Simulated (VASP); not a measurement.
# SnO2 in VASP: a series of runs

The runs below take SnO2 through single point, relaxation of the atoms, with PBE.

All numbers are computed with VASP 6.6.1; they aren't measurements. Logs are shortened: lines on timing, memory, paths and dates and some standing lists are left out, and cuts for length are marked.

### 1 The cell of the first run

The typed cell holds 12 atoms: a = 5.175 Å, b = 5.175 Å, c = 5.175 Å, α = 90.00°, β = 90.00°, γ = 90.00°.

### 2 Single point, PBE (atoms moved at random)

The input, INCAR:

```
PREC     = Accurate       # precision mode
ENCUT    = 520            # plane-wave cutoff, eV
EDIFF    = 1E-7           # SCF threshold, eV
ISMEAR   = -1             # smearing method
SIGMA    = 0.05           # smearing width, eV
LREAL    = F              # projectors in reciprocal space
LASPH    = T              # aspherical terms in the spheres
NELM     = 80             # most SCF steps
ALGO     = Normal         # electronic algorithm
ISIF     = 2              # what is computed and relaxed
LWAVE    = F              # write WAVECAR
LCHARG   = F              # write CHGCAR
GGA      = PE             # functional
NBANDS   = 64             # bands
```

The input, KPOINTS:

```
regular mesh
0
Gamma
  5 5 5
```

The input, POSCAR:

```
SnO2
1.0
    5.1752560000      0.0000000000      0.0000000000
    0.0000000000      5.1752560000      0.0000000000
    0.0000000000      0.0000000000      5.1752560000
Sn O
4 8
Direct
   -0.0002600000     -0.0066000000      0.0100690000
    0.5006860000      0.0019810000      0.5000510000
    0.5068450000      0.5058860000     -0.0006910000
    0.0056560000      0.4991480000      0.5005650000
    0.6677820000      0.8351760000      0.1646510000
    0.8321060000      0.1498430000      0.6622460000
    0.1613020000      0.6585120000      0.8470840000
    0.3402420000      0.3410640000      0.3305890000
    0.6624910000      0.6605020000      0.6558430000
    0.8428570000      0.3444600000      0.1637270000
    0.1491550000      0.8316600000      0.3410630000
    0.3365950000      0.1666960000      0.8356560000
```

Potentials or basis: VASP PAW PBE potentials, release 64 (Sn_d, O).

On the command line:

```
$ cat potpaw_PBE.64/Sn_d/POTCAR potpaw_PBE.64/O/POTCAR > POTCAR
$ mpirun -np 1 vasp_std > vasp.out
```

OUTCAR:

```text
PREC = Accurate
   ENCUT = 520
   EDIFF = 1E-7
   ISMEAR = -1
   LREAL = F
   LASPH = T
   NELM = 80
   ISIF = 2
   GGA = PE

 ion  position               nearest neighbor table
   1  1.000  0.993  0.010-  11 2.06   5 2.06   7 2.10  10 2.14   6 2.16  12 2.16   3 3.59   4 3.60
                             2 3.62   2 3.63   3 3.64   4 3.65   4 3.67   3 3.68   2 3.69   2 3.70
   2  0.501  0.002  0.500-   6 2.06  12 2.11   9 2.12   5 2.12   8 2.13  11 2.18   1 3.62   1 3.63
                             4 3.63   3 3.64   3 3.65   4 3.65   4 3.67   3 3.67   3 3.68   4 3.69
   3  0.507  0.506  0.999-   5 2.08   8 2.10   7 2.11  10 2.11   9 2.11  12 2.14   1 3.59   1 3.64
                             2 3.64   2 3.65   4 3.65   4 3.66   4 3.66   4 3.67   2 3.67   2 3.68
   4  0.006  0.499  0.501-  11 2.05  10 2.10   8 2.11   9 2.12   7 2.13   6 2.19   1 3.60   2 3.63
                             1 3.65   3 3.65   2 3.65   3 3.66   3 3.66   2 3.67   3 3.67   1 3.67
   5  0.668  0.835  0.165-   1 2.06   3 2.08   2 2.12
   6  0.832  0.150  0.662-   2 2.06   1 2.16   4 2.19
   7  0.161  0.659  0.847-   1 2.10   3 2.11   4 2.13
   8  0.340  0.341  0.331-   3 2.10   4 2.11   2 2.13
   9  0.662  0.661  0.656-   3 2.11   2 2.12   4 2.12
  10  0.843  0.344  0.164-   4 2.10   3 2.11   1 2.14
  11  0.149  0.832  0.341-   4 2.05   1 2.06   2 2.18
  12  0.337  0.167  0.836-   2 2.11   3 2.14   1 2.16

  LATTYP: Found a simple cubic cell.
 ALAT       =     5.1752560000

  Lattice vectors:

 A1 = (   5.1752560000,   0.0000000000,   0.0000000000)
 A2 = (   0.0000000000,   5.1752560000,   0.0000000000)
 A3 = (   0.0000000000,   0.0000000000,   5.1752560000)

Analysis of symmetry for initial positions (statically):
=====================================================================
 Subroutine PRICEL returns:
 Original cell was already a primitive cell.

 Routine SETGRP: Setting up the symmetry group for a
 simple cubic supercell.

 Subroutine GETGRP returns: Found  1 space group operations
 (whereof  1 operations were pure point group operations)
 out of a pool of 48 trial point group operations.

The static configuration has the point symmetry C_1 .

Analysis of symmetry for dynamics (positions and initial velocities):
=====================================================================
 Subroutine PRICEL returns:
 Original cell was already a primitive cell.

 Routine SETGRP: Setting up the symmetry group for a
 simple cubic supercell.

 Subroutine GETGRP returns: Found  1 space group operations
 (whereof  1 operations were pure point group operations)
 out of a pool of 48 trial point group operations.

The dynamic configuration has the point symmetry C_1 .

 Subroutine INISYM returns: Found  1 space group operations
 (whereof  1 operations are pure point group operations),
 and found     1 'primitive' translations

----------------------------------------------------------------------------------------

                                     Primitive cell

  volume of cell :     138.6103

  direct lattice vectors                    reciprocal lattice vectors
     5.175256000  0.000000000  0.000000000     0.193227156  0.000000000  0.000000000
     0.000000000  5.175256000  0.000000000     0.000000000  0.193227156  0.000000000
     0.000000000  0.000000000  5.175256000     0.000000000  0.000000000  0.193227156

  length of vectors
     5.175256000  5.175256000  5.175256000     0.193227156  0.193227156  0.193227156

  position of ions in fractional coordinates (direct lattice)
     0.999740000  0.993400000  0.010069000
     0.500686000  0.001981000  0.500051000
     0.506845000  0.505886000  0.999309000
     0.005656000  0.499148000  0.500565000
     0.667782000  0.835176000  0.164651000
     0.832106000  0.149843000  0.662246000
     0.161302000  0.658512000  0.847084000
     0.340242000  0.341064000  0.330589000
     0.662491000  0.660502000  0.655843000
     0.842857000  0.344460000  0.163727000
     0.149155000  0.831660000  0.341063000
     0.336595000  0.166696000  0.835656000

  ion indices of the primitive-cell ions
   primitive index   ion index
                 1           1
                 2           2
                 3           3
                 4           4
                 5           5
                 6           6
                 7           7
                 8           8
                 9           9
                10          10
                11          11
                12          12

----------------------------------------------------------------------------------------

 KPOINTS: regular mesh

Automatic generation of k-mesh.
 Grid dimensions read from file:
 generate k-points for:    5    5    5

 Generating k-lattice:

  Cartesian coordinates                     Fractional coordinates (reciprocal lattice)
     0.038645431  0.000000000  0.000000000     0.200000000  0.000000000  0.000000000
     0.000000000  0.038645431  0.000000000     0.000000000  0.200000000  0.000000000
     0.000000000  0.000000000  0.038645431     0.000000000  0.000000000  0.200000000

  Length of vectors
     0.038645431  0.038645431  0.038645431

  Shift w.r.t. Gamma in fractional coordinates (k-lattice)
     0.000000000  0.000000000  0.000000000

 Subroutine IBZKPT returns following result:
 ===========================================

 Found     63 irreducible k-points:

 Following reciprocal coordinates:
            Coordinates               Weight
  0.000000  0.000000  0.000000      1.000000
  0.200000  0.000000  0.000000      2.000000
  0.000000  0.200000  0.000000      2.000000
  0.000000  0.000000  0.200000      2.000000
  0.400000  0.000000  0.000000      2.000000
  0.000000  0.400000  0.000000      2.000000
[... 16 lines left out ...]
  0.000000 -0.200000  0.400000      2.000000
  0.400000 -0.200000  0.000000      2.000000
 [... further k-points ...]
   k-points           NKPTS =     63   k-points in BZ     NKDIM =     63   number of bands    NBANDS=     64
   number of dos      NEDOS =    301   number of ions     NIONS =     12
   total plane-waves  NPLWV =  64000
   dimension x,y,z NGX =    40 NGY =   40 NGZ =   40
   dimension x,y,z NGXF=    80 NGYF=   80 NGZF=   80
   ions per type =               4   8
   NGX,Y,Z   is equivalent  to a cutoff of  12.85, 12.85, 12.85 a.u.
   NGXF,Y,Z  is equivalent  to a cutoff of  25.70, 25.70, 25.70 a.u.
 SYSTEM =  unknown system
   PREC   = accura    normal or accurate (medium, high low for compatibility)
   ISTART =      0    job   : 0-new  1-cont  2-samecut
   ICHARG =      2    charge: 1-file 2-atom 10-const
   ISPIN  =      1    spin polarized calculation?
   LNONCOLLINEAR =      F non collinear calculations
   LSORBIT =      F    spin-orbit coupling
   LASPH  =      T    aspherical Exc in radial PAW
   ENCUT  =  520.0 eV  38.22 Ry    6.18 a.u.   9.62  9.62  9.62*2*pi/ulx,y,z
   NELM   =     80;   NELMIN=  2; NELMDL= -5     # of ELM steps
   EDIFF  = 0.1E-06   stopping-criterion for ELM
   LREAL  =      F    real-space projection
   EDIFFG = 0.1E-05   stopping-criterion for IOM
   NSW    =      0    number of steps for IOM
   IBRION =     -1    ionic relax: 0-MD 1-quasi-New 2-CG
   NFREE  =      0    steps in history (QN), initial steepest desc. (CG)
   ISIF   =      2    stress and relaxation
   ISYM   =      2    0-nonsym 1-usesym 2-fastsym
   POTIM  = 0.5000    time-step for ionic-motion
   TEBEG  =    0.0;   TEEND  =   0.0 temperature during run
   PSTRESS=    0.0 pullay stress
   NELECT =     104.0000    total number of electrons
   NUPDOWN=      -1.0000    fix difference up-down
   EMIN   =  10.00;   EMAX   =-10.00  energy-range for DOS
   EFERMI =   0.00;   METHOD = LEGACY
   ISMEAR =    -1;   SIGMA  =   0.05  broadening in eV -4-tet -1-fermi 0-gaus
   EFERMI_NEDOS =   21; number of points for ismear=-14 and -15
   IALGO  =     38    algorithm
   IMIX   =      4    mixing-type and parameters
     AMIX     =   0.40;   BMIX     =  1.00
     AMIX_MAG =   1.60;   BMIX_MAG =  1.00
  volume/ion in A,a.u.               =      11.55        77.95
  Fermi-wavevector in a.u.,A,eV,Ry     =   1.487604  2.811165 30.109240  2.212967
  Thomas-Fermi vector in A             =   2.600744
   LORBIT       =      0    0 simple, 1 ext, 2 COOP (PROOUT), +10 PAW based schemes
   GGA     = PE    functional components
   LHFCALC =     F    Hartree Fock is set to
   AEXX    =    0.0000 exact exchange contribution
   IVDW    =     0    specifies the selected vdW correction
   LEPSILON=     F    determine dielectric tensor
   LRPA    =     F    only Hartree local field effects (RPA)
 non-spin polarized calculation
  energy-cutoff  :      520.00
  volume of cell :      138.61
 maximum number of plane-waves:      3759
   NGX = 19   NGY = 19   NGZ = 19

 number of electron     103.9999998 magnetization

 Free energy of the ion-electron system (eV)
  ---------------------------------------------------
  ext. energy  EPLUGINS =         0.00000000
  ---------------------------------------------------
  free energy    TOTEN  =       -73.22603697 eV

  energy without entropy =      -73.22566608  energy(sigma->0) =      -73.22585153

 E-fermi :   6.9408     XC(G=0): -11.6220

 val. band max:        6.6190053692   @ k =   0.0000   0.0000   0.4000
 cond. band min:       7.1065527335   @ k =   0.0000   0.0000   0.0000
 fundamental gap:      0.4875473643
 Fermi energy:         6.9408293076

 k-point     1 :       0.0000    0.0000    0.0000
  band No.  band energies     occupation
      1     -14.2800      2.00000
      2     -14.2623      2.00000
      3     -14.2429      2.00000
      4     -13.5985      2.00000
      5     -13.5881      2.00000
      6     -13.5794      2.00000
[... 1597 lines left out ...]
     63      16.2976      0.00000
     64      17.0805      0.00000

 [... further k-points ...]

------------------------ aborting loop because EDIFF is reached ----------------------------------------

  FORCE on cell =-STRESS in cart. coord.  units (eV):
  Direction    XX          YY          ZZ          XY          YZ          ZX
  --------------------------------------------------------------------------------------
  -------------------------------------------------------------------------------------
  Total        0.6345884      0.3877718      0.3751396      0.3265399     -0.1219426     -0.0240858
  in kB        7.3351197      4.4822011      4.3361873      3.7744293     -1.4095173     -0.2784046
  external PRESSURE =       5.3845027 kB  Pullay stress =       0.0000000 kB

 VOLUME and BASIS-vectors are now :
 -----------------------------------------------------------------------------
  energy-cutoff  :      520.00
  volume of cell :      138.61
      direct lattice vectors                 reciprocal lattice vectors
     5.175256000  0.000000000  0.000000000     0.193227156  0.000000000  0.000000000
     0.000000000  5.175256000  0.000000000     0.000000000  0.193227156  0.000000000
     0.000000000  0.000000000  5.175256000     0.000000000  0.000000000  0.193227156

 POSITION                                       TOTAL-FORCE (eV/Angst)
 -----------------------------------------------------------------------------------
      5.17391      5.14110      0.05211         0.178065      0.952332     -1.021260
      2.59118      0.01025      2.58789        -0.428969     -0.065897     -0.044730
      2.62305      2.61809      5.17168        -0.205881     -0.559662     -0.322659
      0.02927      2.58322      2.59055        -0.449875     -0.684147      0.622265
      3.45594      4.32225      0.85211        -0.696965      0.257595      0.091882
      4.30636      0.77548      3.42729         0.783162      0.722123      0.202422
      0.83478      3.40797      4.38388         0.006233      0.059730     -0.346861
      1.76084      1.76509      1.71088         0.013925     -0.427206      0.370680
      3.42856      3.41827      3.39416        -0.123842     -0.248212      0.252032
      4.36200      1.78267      0.84733        -0.048822     -0.511341     -0.225376
      0.77192      4.30405      1.76509         1.190274      0.758135      0.359759
      1.74197      0.86269      4.32473        -0.217305     -0.253449      0.061846
 -----------------------------------------------------------------------------------
    total drift:                                0.000230      0.000624     -0.000826

  FREE ENERGIE OF THE ION-ELECTRON SYSTEM (eV)
  ---------------------------------------------------
  free  energy   TOTEN  =       -73.2260369737 eV

  energy  without entropy=      -73.2256660837  energy(sigma->0) =      -73.22585153
```

Run time: 8.5 min. Hardware: 1 thread of Intel Xeon Platinum 8259CL at 2.50GHz (Skylake/Cascade Lake), shared host; peak memory 0.5 GiB.

What came out:

```yaml
Free_energy: -73.2260 eV
Pressure: 0.5 GPa
Largest_force: 1.456 eV/Å
Band_gap_on_the_k_mesh: 0.49 eV (least direct gap 0.58 eV)
```

Forces on the atoms (eV/Å):
```
Sn   0.178  0.952 -1.021
Sn  -0.429 -0.066 -0.045
Sn  -0.206 -0.560 -0.323
Sn  -0.450 -0.684  0.622
O   -0.697  0.258  0.092
O    0.783  0.722  0.202
O    0.006  0.060 -0.347
O    0.014 -0.427  0.371
O   -0.124 -0.248  0.252
O   -0.049 -0.511 -0.225
O    1.190  0.758  0.360
O   -0.217 -0.253  0.062
```

Stress tensor (GPa, compression positive):
```
 0.73  0.38 -0.03
 0.38  0.45 -0.14
-0.03 -0.14  0.43
```

Caveat: the cell differs from its parent crystal (atoms moved at random); semilocal functionals underestimate gaps, and a narrow one can read as zero; spin-orbit coupling is left out, which moves the levels of the heavy elements; forces of over 1 eV/Å act on the atoms, so gaps and moduli don't describe the material at rest. A k mesh can miss the band edges.

### 3 Relaxation of the atoms, PBE

The input, INCAR:

```
SYSTEM = SnO2
PREC     = Accurate       ! precision mode
ENCUT    = 520            ! plane-wave cutoff, eV
EDIFF    = 1E-6           ! SCF threshold, eV
ISMEAR   = -1             ! smearing method
SIGMA    = 0.05           ! smearing width, eV
LREAL    = .FALSE.        ! projectors in reciprocal space
LASPH    = .TRUE.         ! aspherical terms in the spheres
NELM     = 100            ! most SCF steps
ALGO     = Normal         ! electronic algorithm
ISIF     = 2              ! what is computed and relaxed
LWAVE    = .FALSE.        ! write WAVECAR
LCHARG   = .FALSE.        ! write CHGCAR
GGA      = PE             ! functional
IBRION   = 2              ! ionic algorithm
NSW      = 60             ! ionic steps
EDIFFG   = -0.01          ! ionic threshold
KPAR     = 4
```

The input, KPOINTS:

```
regular mesh
0
G
  4 4 4
  0 0 0
```

The input, POSCAR:

```
SnO2
1.0
    5.1752560000     -0.0517525600      0.0000000000
   -0.0517525600      5.1752560000      0.0000000000
    0.0000000000      0.0000000000      5.1752560000
Sn O
4 8
Direct
    0.0000000000      0.0000000000      0.0000000000
    0.5000000000      0.0000000000      0.5000000000
    0.5000000000      0.5000000000      0.0000000000
    0.0000000000      0.5000000000      0.5000000000
    0.6610980000      0.8389020000      0.1610980000
    0.8389020000      0.1610980000      0.6610980000
    0.1610980000      0.6610980000      0.8389020000
    0.3389020000      0.3389020000      0.3389020000
    0.6610980000      0.6610980000      0.6610980000
    0.8389020000      0.3389020000      0.1610980000
    0.1610980000      0.8389020000      0.3389020000
    0.3389020000      0.1610980000      0.8389020000
```

Potentials or basis: VASP PAW PBE potentials, release 64 (Sn_d, O).

On the command line:

```
$ cat potpaw_PBE.64/Sn_d/POTCAR potpaw_PBE.64/O/POTCAR > POTCAR
$ mpirun -np 4 vasp_std > vasp.out
```

Run time: 4.2 min. Hardware: 4 MPI ranks of Intel Xeon Platinum 8259CL at 2.50GHz (Skylake/Cascade Lake), shared host; peak memory 0.36 GiB.

Results (log left out):

* Free energy: -73.3952 eV
* Energy gained by relaxing: 0.1 meV/atom
* Ionic steps: 6
* Pressure after relaxing: 0.0 GPa
* Largest force after relaxing: 0.005 eV/Å
* Band gap on the k mesh: 0.53 eV (least direct gap 0.57 eV)

Forces in eV/Å, atoms in the order of the input:
```
Sn   0.000  0.000  0.000
Sn   0.000  0.000  0.000
Sn   0.000  0.000  0.000
Sn   0.000  0.000  0.000
O    0.000  0.004 -0.003
O    0.000 -0.004 -0.003
O   -0.001  0.002 -0.001
O    0.001 -0.002 -0.001
O   -0.001  0.002  0.001
O    0.001 -0.002  0.001
O    0.000  0.004  0.003
O    0.000 -0.004  0.003
```

Stress tensor (GPa, compression positive):
```
-0.01  2.04  0.00
 2.04  0.05  0.00
 0.00  0.00 -0.04
```

The path:
```tsv
step	energy change (eV)	largest force (eV/Å)	pressure (GPa)
1	0.0000	0.0629	0.04
2	-0.0008	0.0237	0.01
3	-0.0009	0.0232	0.01
4	-0.0010	0.0148	0.01
5	-0.0011	0.0150	0.00
6	-0.0011	0.0047	0.00
```

Final structure:
```yaml
crystal:
  lattice:
    - [5.17526, -0.05175, 0.00000]
    - [-0.05175, 5.17526, 0.00000]
    - [0.00000, 0.00000, 5.17526]
  atoms:
    - { symbol: Sn, position: [0.00000, 0.00000, 0.00000] }
    - { symbol: Sn, position: [0.50000, 0.00000, 0.50000] }
    - { symbol: Sn, position: [0.50000, 0.50000, 0.00000] }
    - { symbol: Sn, position: [0.00000, 0.50000, 0.50000] }
    - { symbol: O, position: [0.66005, 0.83944, 0.16130] }
    - { symbol: O, position: [0.83995, 0.16056, 0.66130] }
    - { symbol: O, position: [0.16200, 0.66136, 0.83916] }
    - { symbol: O, position: [0.33800, 0.33864, 0.33916] }
    - { symbol: O, position: [0.66200, 0.66136, 0.66084] }
    - { symbol: O, position: [0.83800, 0.33864, 0.16084] }
    - { symbol: O, position: [0.16005, 0.83944, 0.33870] }
    - { symbol: O, position: [0.33995, 0.16056, 0.83870] }
```

Levels at points of the mesh, in eV from the valence-band top:
```tsv
k point	band 50	band 51	band 52	band 53	band 54	band 55
(0.00, 0.00, 0.00)	-0.14	-0.09	-0.04	0.53	5.65	5.69
(0.50, 0.00, 0.00)	-0.48	-0.04	-0.04	3.59	3.59	4.82
(0.00, 0.50, 0.00)	-0.44	-0.07	0.00	3.52	3.66	4.76
(0.50, 0.50, 0.00)	-0.36	-0.31	-0.31	4.40	4.40	4.53
(0.00, 0.00, 0.50)	-0.48	-0.03	-0.03	3.59	3.59	4.81
(0.50, 0.00, 0.50)	-0.38	-0.29	-0.29	4.42	4.42	4.51
(0.00, 0.50, 0.50)	-0.38	-0.29	-0.29	4.40	4.40	4.53
(0.50, 0.50, 0.50)	-0.69	-0.59	-0.59	4.88	4.88	5.02
```

Caveat: semilocal functionals underestimate gaps, and a narrow one can read as zero; spin-orbit coupling is left out, which moves the levels of the heavy elements.
